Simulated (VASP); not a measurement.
Runs of VASP 6.6.1 on Ge. The structure is that of space group Fm-3m (No. 225), or close to it. The cells are those of the table. 

| task | cell | k mesh | cutoff (eV) | gap on the mesh (eV) | pressure (GPa) |
| --- | --- | --- | --- | --- | --- |
| single point | a = 3.002 Å, angles 60.0°, 1 atom | 14 × 14 × 14 | 520 | none | 2.8 |
| single point | a = 3.043 Å, angles 60.0°, 1 atom | 21 × 21 × 21 | 520 | none | 0.0 |
| relaxation of cell and atoms | relaxed from a = 3.008 Å, angles 60.0°, 1 atom | 13 × 13 × 13 | 600 | none | 0.0 |
| single point | a = 3.122 Å, angles 60.0°, 1 atom | 14 × 14 × 14 | 520 | none | -3.7 |
| single point | a = 3.043 Å, angles 60.0°, 1 atom | 13 × 13 × 13 | 520 | none | -0.1 |
| single point | a = 2.916 Å, angles 60.0°, 1 atom | 14 × 14 × 14 | 520 | none | 10.0 |
| single point | a = 3.160 Å, angles 60.0°, 1 atom | 14 × 14 × 14 | 520 | none | -5.1 |
| single point | a = 2.960 Å, angles 60.0°, 1 atom | 14 × 14 × 14 | 520 | none | 6.1 |
| single point | a = 3.043 Å, angles 60.0°, 1 atom | 14 × 14 × 14 | 520 | none | (b) |
| single point | a = 3.083 Å, angles 60.0°, 1 atom | 14 × 14 × 14 | 520 | none | (a) |

Alike in all rows: level revPBE; potentials or basis VASP PAW PBE potentials, release 64 (Ge_d); no spin polarisation; smearing fermi-dirac 0.1 eV.

Q: Fill in the values left out.

A: (a) -2.0; (b) 0.1.

Caveats: the PAW data sets were made with another functional, which shifts forces and pressure a little.

A k mesh can miss the band edges, and the runs leave out spin-orbit coupling on Ge.

A gap of «none» marks levels without a gap at the run's occupations.
